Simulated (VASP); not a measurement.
Set up this calculation in VASP 6.6.1, as the native input.

```yaml
Task: single point
Functional: PBEsol
Potentials_or_basis: VASP PAW PBE potentials, release 64 (Ir)
Cutoff: 520 eV
k_mesh: 11 × 11 × 6
Occupations: fermi-dirac, width 0.05 eV
Spin: no spin polarisation
Dipole_correction: no
Further_INCAR_settings: ALGO = Normal; EDIFF = 1e-06; NBANDS = 16
```

The structure of Ir lies in POSCAR:

```
Ir
1.0
    2.7875843874      0.0000000000      0.0000000000
   -1.3937921937      2.4141188946      0.0000000000
    0.0000000000      0.0000000000      4.5210110761
Ir
2
Direct
    0.3333333333      0.6666666667      0.2500000000
    0.6666666667      0.3333333333      0.7500000000
```

This cell differs from its parent crystal: volume scaled by 1.04.

One way to write it, as run:

INCAR

```
ALGO = Normal
EDIFF = 1E-6
ENCUT = 520
GGA = PS
ISIF = 2
ISMEAR = -1
LASPH = T
LCHARG = F
LREAL = F
LWAVE = F
NBANDS = 16
NELM = 80
PREC = Accurate
SIGMA = 0.05
```

KPOINTS

```
k-points
0
Gamma
  11 11 6
```

Potentials or basis: VASP PAW PBE potentials, release 64 (Ir).

Run with:

```sh
$ cat potpaw_PBE.64/Ir/POTCAR > POTCAR
$ mpirun -np 1 vasp_std > vasp.out
```

Results of the run:

```
Pressure               : -23.0 GPa
Band gap on the k mesh : zero (band 9 reaches 9.97 eV, above the bottom of band 10 at 7.09 eV)
```

Caveat: the PAW data sets were made with another functional, which shifts forces and pressure a little; spin-orbit coupling is left out, which moves the levels of the heavy elements.

Wall time 17 s on 1 thread of AMD EPYC 9R45 96-Core Processor (Zen 5), with other jobs on the host, peak memory 0.14 GiB.
